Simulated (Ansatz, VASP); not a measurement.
# Hf2S in VASP and in Ansatz

```
Hf S
1.0
     3.37427    0.00000    0.00000
    -1.68714    2.92221    0.00000
     0.00000    0.00000   11.71741
Hf S
4 2
Direct
  0.66667 0.33333 0.89981
  0.33333 0.66667 0.39981
  0.66667 0.33333 0.60019
  0.33333 0.66667 0.10019
  0.00000 0.00000 0.75000
  0.00000 0.00000 0.25000
```

Alike in both runs: task single point; functional PBEsol; k mesh 12 × 12 × 2; occupations gaussian, width 0.1 eV; no spin polarisation.

|  | VASP | Ansatz |
| --- | --- | --- |
| version | VASP 6.6.1 | Ansatz 0.2.0 |
| potentials or method | VASP PAW PBE potentials, release 64 (Hf_pv, S), cutoff 520 eV | scalar-relativistic, plane waves, PAW |
| valence electrons in the cell | 52 | 116 |

```tsv
	VASP	Ansatz	Ansatz less VASP
gap on the k mesh at the Fermi level (eV)	none	none	-
pressure (GPa)	-3.3	-2.8	+0.46
traceless stress, the component that is largest in VASP (GPa)	0.26	0.27	+0.004
rms of the force components (eV/Å)	0.104	0.100	-0.0042
```

VASP's potentials were made for PBE, not for PBEsol. Atom by atom the forces differ by 0.004 eV/Å (rms over components). A gap of «none» marks a metal or a gap that the smearing closes. The functional is the same, so the differences come from potentials, cutoffs and numerics. VASP's potentials hold 52 valence electrons a cell and Ansatz's 116, so a difference there can come from the potentials and not from the codes.

Spin-orbit coupling is off throughout.
